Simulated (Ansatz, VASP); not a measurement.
## InSb: VASP beside Ansatz

The input INCAR:

```
SYSTEM = InSb
PREC = Accurate
ENCUT = 520
EDIFF = 1E-7
ISMEAR = 0
SIGMA = 0.15
LREAL = .FALSE.
LASPH = .TRUE.
NELM = 60
ALGO = Normal
ISIF = 2
LWAVE = .FALSE.
LCHARG = .TRUE.
LELF = .TRUE.
LVHAR = .TRUE.
NBANDS = 16
```

Contents of KPOINTS:

```
Automatic mesh
0
G
  16 16 8
  0 0 0
```

File POSCAR:

```
InSb
1.0
    2.9258357378      0.0000000000      0.0000000000
    0.0000000000      2.9258357378      0.0000000000
    0.0000000000      0.0000000000      5.8671705359
In Sb
1 1
Direct
    0.0000000000      0.0000000000      0.0000000000
    0.0000000000      0.0000000000      0.5000000000
```

Input for Ansatz:

```yaml
crystal:
  lattice:
    - [2.9258357378, 0.0, 0.0]
    - [0.0, 2.9258357378, 0.0]
    - [0.0, 0.0, 5.8671705359]
  atoms:
    - { symbol: In, position: [0.0, 0.0, 0.0] }
    - { symbol: Sb, position: [0.0, 0.0, 0.5] }
basis:
  ecutwfc: 420
kpoints:
  mp_grid: { grid: [16, 16, 8] }
hamiltonian:
  xc: lda
  pseudopotentials: { kind: paw, azcp: { folder: soft_1 } }
scf:
  occupations: { method: gaussian, width: 0.15 }
output:
  forces: true
  stress: true
  eigenvalues: true
  write_density: true
  write_potential: true
  elf: true
  volumetric_format: npy
```

Alike in both runs: task single point; functional LDA; k mesh 16 × 16 × 8; occupations gaussian, width 0.15 eV; no spin polarisation.

```csv
,VASP,Ansatz
version,VASP 6.6.1,Ansatz 0.2.0
potentials or method,"VASP PAW LDA potentials, release 64 (In_d, Sb), cutoff 520 eV","scalar-relativistic, plane waves, PAW"
valence electrons in the cell,18,28
```

```csv
,VASP,Ansatz,Ansatz less VASP
gap on the k mesh at the Fermi level (eV),none,none,-
pressure (GPa),5.9,5.6,-0.25
"traceless stress, the component that is largest in VASP (GPa)",-0.15,-0.06,+0.083
```

Ansatz warns that its potentials were made for another functional, while VASP's fit it. LDA's correlation is that of Perdew and Zunger in VASP and of Perdew and Wang (1992) in Ansatz. A gap of «none» marks a metal or a gap that the smearing closes. VASP's potentials hold 18 valence electrons a cell and Ansatz's 28, so a difference there can come from the potentials and not from the codes.

Spin-orbit coupling is off throughout.
